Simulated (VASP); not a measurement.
# BaS (Fm-3m) in VASP: notebook

BaS is run at these levels: LDA; tasks: single point.

Everything below comes from runs of VASP 6.6.1. Logs are shortened: lines on timing, memory, paths and dates and some standing lists are left out, and cuts for length are marked.

## 1. The cell of the first run

The structure is cubic, space group Fm-3m (No. 225). Conventional cell: a = 6.257 Å, b = 6.257 Å, c = 6.257 Å, α = 90.00°, β = 90.00°, γ = 90.00°. Ba (site symmetry m-3m) has 6 S at 3.13 Å within 4.1 Å. Within 4.1 Å of S (site symmetry m-3m) lie 6 Ba at 3.13 Å.

## 2. Single point, LDA (30.62 Å³/atom)

File INCAR:

```
PREC     = Accurate       # precision mode
ENCUT    = 520            # plane-wave cutoff, eV
EDIFF    = 1E-6           # SCF threshold, eV
ISMEAR   = -1             # smearing method
SIGMA    = 0.01           # smearing width, eV
LREAL    = F              # projectors in reciprocal space
LASPH    = T              # aspherical terms in the spheres
NELM     = 80             # most SCF steps
ALGO     = Normal         # electronic algorithm
ISIF     = 2              # what is computed and relaxed
LWAVE    = F              # write WAVECAR
LCHARG   = F              # write CHGCAR
NBANDS   = 15             # bands
```

File KPOINTS:

```
regular mesh
0
Gamma
  7 7 7
```

File POSCAR:

```
BaS
1.0
    0.0000000000      3.1285531347      3.1285531347
    3.1285531347      0.0000000000      3.1285531347
    3.1285531347      3.1285531347      0.0000000000
Ba S
1 1
Direct
    0.0000000000      0.0000000000      0.0000000000
    0.5000000000      0.5000000000      0.5000000000
```

Potentials or basis: VASP PAW LDA potentials, release 64 (Ba_sv, S).

The run is started by

```bash
$ cat potpaw_LDA.64/Ba_sv/POTCAR potpaw_LDA.64/S/POTCAR > POTCAR
$ mpirun -np 1 vasp_std > vasp.out
```

OUTCAR:

```text
PREC = Accurate
   ENCUT = 520
   EDIFF = 1E-6
   ISMEAR = -1
   LREAL = F
   LASPH = T
   NELM = 80
   ISIF = 2

 ion  position               nearest neighbor table
   1  0.000  0.000  0.000-   2 3.13   2 3.13   2 3.13   2 3.13   2 3.13   2 3.13
   2  0.500  0.500  0.500-   1 3.13   1 3.13   1 3.13   1 3.13   1 3.13   1 3.13

  LATTYP: Found a face centered cubic cell.
 ALAT       =     6.2571062694

  Lattice vectors:

 A1 = (   0.0000000000,   3.1285531347,   3.1285531347)
 A2 = (   3.1285531347,   0.0000000000,   3.1285531347)
 A3 = (   3.1285531347,   3.1285531347,   0.0000000000)

Analysis of symmetry for initial positions (statically):
=====================================================================
 Subroutine PRICEL returns:
 Original cell was already a primitive cell.

 Routine SETGRP: Setting up the symmetry group for a
 face centered cubic supercell.

 Subroutine GETGRP returns: Found 48 space group operations
 (whereof 48 operations were pure point group operations)
 out of a pool of 48 trial point group operations.

The static configuration has the point symmetry O_h .

Analysis of symmetry for dynamics (positions and initial velocities):
=====================================================================
 Subroutine PRICEL returns:
 Original cell was already a primitive cell.

 Routine SETGRP: Setting up the symmetry group for a
 face centered cubic supercell.

 Subroutine GETGRP returns: Found 48 space group operations
 (whereof 48 operations were pure point group operations)
 out of a pool of 48 trial point group operations.

The dynamic configuration has the point symmetry O_h .

 Subroutine INISYM returns: Found 48 space group operations
 (whereof 48 operations are pure point group operations),
 and found     1 'primitive' translations

----------------------------------------------------------------------------------------

                                     Primitive cell

  volume of cell :      61.2436

  direct lattice vectors                    reciprocal lattice vectors
     0.000000000  3.128553135  3.128553135    -0.159818286  0.159818286  0.159818286
     3.128553135  0.000000000  3.128553135     0.159818286 -0.159818286  0.159818286
     3.128553135  3.128553135  0.000000000     0.159818286  0.159818286 -0.159818286

  length of vectors
     4.424442274  4.424442274  4.424442274     0.276813392  0.276813392  0.276813392

  position of ions in fractional coordinates (direct lattice)
     0.000000000  0.000000000  0.000000000
     0.500000000  0.500000000  0.500000000

  ion indices of the primitive-cell ions
   primitive index   ion index
                 1           1
                 2           2

----------------------------------------------------------------------------------------

 KPOINTS: regular mesh

Automatic generation of k-mesh.
 Grid dimensions read from file:
 generate k-points for:    7    7    7

 Generating k-lattice:

  Cartesian coordinates                     Fractional coordinates (reciprocal lattice)
    -0.022831184  0.022831184  0.022831184     0.142857143  0.000000000  0.000000000
     0.022831184 -0.022831184  0.022831184     0.000000000  0.142857143  0.000000000
     0.022831184  0.022831184 -0.022831184     0.000000000  0.000000000  0.142857143

  Length of vectors
     0.039544770  0.039544770  0.039544770

  Shift w.r.t. Gamma in fractional coordinates (k-lattice)
     0.000000000  0.000000000  0.000000000

 Subroutine IBZKPT returns following result:
 ===========================================

 Found     20 irreducible k-points:

 Following reciprocal coordinates:
            Coordinates               Weight
  0.000000  0.000000  0.000000      1.000000
  0.142857  0.000000  0.000000      8.000000
  0.285714  0.000000  0.000000      8.000000
  0.428571  0.000000  0.000000      8.000000
  0.142857  0.142857  0.000000      6.000000
  0.285714  0.142857  0.000000     24.000000
[... 12 lines left out ...]
 -0.428571  0.428571  0.142857     24.000000
 -0.285714  0.428571  0.142857     24.000000
   k-points           NKPTS =     20   k-points in BZ     NKDIM =     20   number of bands    NBANDS=     15
   number of dos      NEDOS =    301   number of ions     NIONS =      2
   total plane-waves  NPLWV =  46656
   dimension x,y,z NGX =    36 NGY =   36 NGZ =   36
   dimension x,y,z NGXF=    72 NGYF=   72 NGZF=   72
   ions per type =               1   1
   NGX,Y,Z   is equivalent  to a cutoff of  13.53, 13.53, 13.53 a.u.
   NGXF,Y,Z  is equivalent  to a cutoff of  27.05, 27.05, 27.05 a.u.
 SYSTEM =  unknown system
   PREC   = accura    normal or accurate (medium, high low for compatibility)
   ISTART =      0    job   : 0-new  1-cont  2-samecut
   ICHARG =      2    charge: 1-file 2-atom 10-const
   ISPIN  =      1    spin polarized calculation?
   LNONCOLLINEAR =      F non collinear calculations
   LSORBIT =      F    spin-orbit coupling
   LASPH  =      T    aspherical Exc in radial PAW
   ENCUT  =  520.0 eV  38.22 Ry    6.18 a.u.   8.23  8.23  8.23*2*pi/ulx,y,z
   NELM   =     80;   NELMIN=  2; NELMDL= -5     # of ELM steps
   EDIFF  = 0.1E-05   stopping-criterion for ELM
   LREAL  =      F    real-space projection
   EDIFFG = 0.1E-04   stopping-criterion for IOM
   NSW    =      0    number of steps for IOM
   IBRION =     -1    ionic relax: 0-MD 1-quasi-New 2-CG
   NFREE  =      0    steps in history (QN), initial steepest desc. (CG)
   ISIF   =      2    stress and relaxation
   ISYM   =      2    0-nonsym 1-usesym 2-fastsym
   POTIM  = 0.5000    time-step for ionic-motion
   TEBEG  =    0.0;   TEEND  =   0.0 temperature during run
   PSTRESS=    0.0 pullay stress
   NELECT =      16.0000    total number of electrons
   NUPDOWN=      -1.0000    fix difference up-down
   EMIN   =  10.00;   EMAX   =-10.00  energy-range for DOS
   EFERMI =   0.00;   METHOD = LEGACY
   ISMEAR =    -1;   SIGMA  =   0.01  broadening in eV -4-tet -1-fermi 0-gaus
   EFERMI_NEDOS =   21; number of points for ismear=-14 and -15
   IALGO  =     38    algorithm
   IMIX   =      4    mixing-type and parameters
     AMIX     =   0.40;   BMIX     =  1.00
     AMIX_MAG =   1.60;   BMIX_MAG =  1.00
  volume/ion in A,a.u.               =      30.62       206.65
  Fermi-wavevector in a.u.,A,eV,Ry     =   1.046553  1.977699 14.902101  1.095274
  Thomas-Fermi vector in A             =   2.181396
   LORBIT       =      0    0 simple, 1 ext, 2 COOP (PROOUT), +10 PAW based schemes
   GGA     = CA    functional components
   LHFCALC =     F    Hartree Fock is set to
   AEXX    =    0.0000 exact exchange contribution
   IVDW    =     0    specifies the selected vdW correction
   LEPSILON=     F    determine dielectric tensor
   LRPA    =     F    only Hartree local field effects (RPA)
 non-spin polarized calculation
  energy-cutoff  :      520.00
  volume of cell :       61.24
 maximum number of plane-waves:      1666
 NGX is ok and might be reduce to    36
   NGX = 17   NGY = 17   NGZ = 17

 number of electron      15.9999998 magnetization

 Free energy of the ion-electron system (eV)
  ---------------------------------------------------
  ext. energy  EPLUGINS =         0.00000000
  ---------------------------------------------------
  free energy    TOTEN  =       -11.16990298 eV

  energy without entropy =      -11.16990298  energy(sigma->0) =      -11.16990298

 E-fermi :   1.8657     XC(G=0):  -9.2451

 val. band max:        1.5815658931   @ k =   0.0000   0.0000   0.0000
 cond. band min:       3.4274364580   @ k =   0.4286   0.4286   0.0000
 fundamental gap:      1.8458705649
 Fermi energy:         1.8656675060

 k-point     1 :       0.0000    0.0000    0.0000
  band No.  band energies     occupation
      1     -24.2398      2.00000
      2      -9.3030      2.00000
      3      -9.3030      2.00000
      4      -9.3030      2.00000
      5      -8.8319      2.00000
      6       1.5816      2.00000
      7       1.5816      2.00000
      8       1.5816      2.00000
      9       5.2020      0.00000
     10       5.2788      0.00000
     11       5.2788      0.00000
     12       5.2788      0.00000
     13       6.3324      0.00000
     14       6.3324      0.00000
     15      10.1177      0.00000

 k-point     2 :       0.1429    0.0000    0.0000
  band No.  band energies     occupation
      1     -24.2280      2.00000
      2      -9.8396      2.00000
      3      -9.3122      2.00000
      4      -9.3122      2.00000
      5      -8.2788      2.00000
      6       1.0046      2.00000
      7       1.2698      2.00000
      8       1.2698      2.00000
      9       5.3071      0.00000
     10       5.6085      0.00000
     11       5.6085      0.00000
     12       6.0078      0.00000
     13       6.9885      0.00000
     14       6.9885      0.00000
     15      10.9960      0.00000

 k-point     3 :       0.2857    0.0000    0.0000
  band No.  band energies     occupation
      1     -24.2012      2.00000
      2     -10.4072      2.00000
      3      -9.3326      2.00000
      4      -9.3326      2.00000
      5      -7.6698      2.00000
      6       0.0812      2.00000
      7       0.7284      2.00000
      8       0.7284      2.00000
      9       5.6881      0.00000
     10       6.5159      0.00000
     11       6.5159      0.00000
     12       7.4382      0.00000
     13       8.5394      0.00000
     14       8.5394      0.00000
     15      12.3977      0.00000
[... 271 lines left out ...]
 k-point    19 :      -0.4286    0.4286    0.1429
  band No.  band energies     occupation
      1     -24.1607      2.00000
      2     -10.1140      2.00000
      3      -9.6673      2.00000
      4      -9.6161      2.00000
      5      -8.1603      2.00000
      6       0.6510      2.00000
      7       0.9592      2.00000
      8       1.2377      2.00000
      9       4.3452      0.00000
     10       7.4689      0.00000
     11       7.8742      0.00000
     12       8.9756      0.00000
     13       9.1502      0.00000
     14       9.8712      0.00000
     15      11.2582      0.00000

 k-point    20 :      -0.2857    0.4286    0.1429
  band No.  band energies     occupation
      1     -24.1587      2.00000
      2     -10.1674      2.00000
      3      -9.7782      2.00000
      4      -9.5893      2.00000
      5      -7.9555      2.00000
      6       0.3065      2.00000
      7       0.9718      2.00000
      8       1.0859      2.00000
      9       5.3638      0.00000
     10       6.3506      0.00000
     11       8.2106      0.00000
     12       8.8328      0.00000
     13       9.0007      0.00000
     14      11.1038      0.00000
     15      12.0273      0.00000

------------------------ aborting loop because EDIFF is reached ----------------------------------------

  FORCE on cell =-STRESS in cart. coord.  units (eV):
  Direction    XX          YY          ZZ          XY          YZ          ZX
  --------------------------------------------------------------------------------------
  -------------------------------------------------------------------------------------
  Total        0.4397799      0.4397799      0.4397799     -0.0000000     -0.0000000      0.0000000
  in kB       11.5049673     11.5049673     11.5049673     -0.0000000     -0.0000000      0.0000000
  external PRESSURE =      11.5049673 kB  Pullay stress =       0.0000000 kB

 VOLUME and BASIS-vectors are now :
 -----------------------------------------------------------------------------
  energy-cutoff  :      520.00
  volume of cell :       61.24
      direct lattice vectors                 reciprocal lattice vectors
     0.000000000  3.128553135  3.128553135    -0.159818286  0.159818286  0.159818286
     3.128553135  0.000000000  3.128553135     0.159818286 -0.159818286  0.159818286
     3.128553135  3.128553135  0.000000000     0.159818286  0.159818286 -0.159818286

 POSITION                                       TOTAL-FORCE (eV/Angst)
 -----------------------------------------------------------------------------------
      0.00000      0.00000      0.00000         0.000000     -0.000000     -0.000000
      3.12855      3.12855      3.12855        -0.000000      0.000000      0.000000
 -----------------------------------------------------------------------------------
    total drift:                                0.000000      0.000000      0.000000

  FREE ENERGIE OF THE ION-ELECTRON SYSTEM (eV)
  ---------------------------------------------------
  free  energy   TOTEN  =       -11.1699029796 eV

  energy  without entropy=      -11.1699029796  energy(sigma->0) =      -11.16990298
```

It took 8.2 s on 1 thread of Intel Xeon 6975P-C (Granite Rapids), shared host; peak memory 0.17 GiB.

What came out:

```yaml
Free_energy: -11.1699 eV
Pressure: 1.2 GPa
Band_gap_on_the_k_mesh: 1.85 eV (least direct gap 1.96 eV)
```

Caveat: spin-orbit coupling is left out, which moves the levels of the heavy elements; an odd mesh through Γ misses points on the zone boundary, where band edges can lie.

(Part 1 of 2 ends here.)
